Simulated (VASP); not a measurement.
Input of a VASP 6.6.1 run:

The input INCAR:

```
  PREC = Accurate
  ENCUT = 600
  EDIFF = 1E-7
  ISMEAR = 0
  SIGMA = 0.1
  LREAL = F
  LASPH = T
  NELM = 100
  ALGO = Normal
  ISIF = 3
  LWAVE = F
  LCHARG = F
  GGA = PE
  IBRION = 2
  NSW = 100
  EDIFFG = -0.01
```

KPOINTS

```
regular mesh
0
Gamma
  12 12 12
```

File POSCAR:

```
SiC4
1.0
   -2.0694554655      2.0694554655      3.6858245886
    2.0694554655     -2.0694554655      3.6858245886
    2.0694554655      2.0694554655     -3.6858245886
Si C
1 4
Direct
    0.5000000000      0.5000000000      0.0000000000
    0.8232338452      0.8232338452      0.6464676905
    0.1767661548      0.1767661548      0.3535323095
    0.8232338452      0.1767661548      0.0000000000
    0.1767661548      0.8232338452      0.0000000000
```

Potentials or basis: VASP PAW PBE potentials, release 64 (Si, C).

The run is started by

```sh
$ cat potpaw_PBE.64/Si/POTCAR potpaw_PBE.64/C/POTCAR > POTCAR
$ mpirun -np 1 vasp_std > vasp.out
```

Task: What does it give for the space group after relaxing (to 0.1 Å)?

Result: I4/mmm (No. 139).

Task: Estimate the band gap on the k mesh.

Result: Zero (bands 10 and 11 overlap by 1.92 eV).

Task: What does it give for the relaxed volume?

Result: 12.60 Å³/atom.

Step by step:
| step | energy change (eV) | largest force (eV/Å) | pressure (GPa) | volume (Å³) |
| --- | --- | --- | --- | --- |
| 1 | 0.0000 | 0.0620 | -0.41 | 63.14 |
| 2 | 0.0001 | 0.0954 | 0.35 | 62.84 |
| 3 | -0.0005 | 0.0129 | -0.05 | 63.00 |
| 4 | -0.0005 | 0.0117 | -0.06 | 63.00 |
| 5 | -0.0004 | 0.0380 | 0.15 | 62.96 |
| 6 | -0.0005 | 0.0014 | 0.00 | 62.99 |
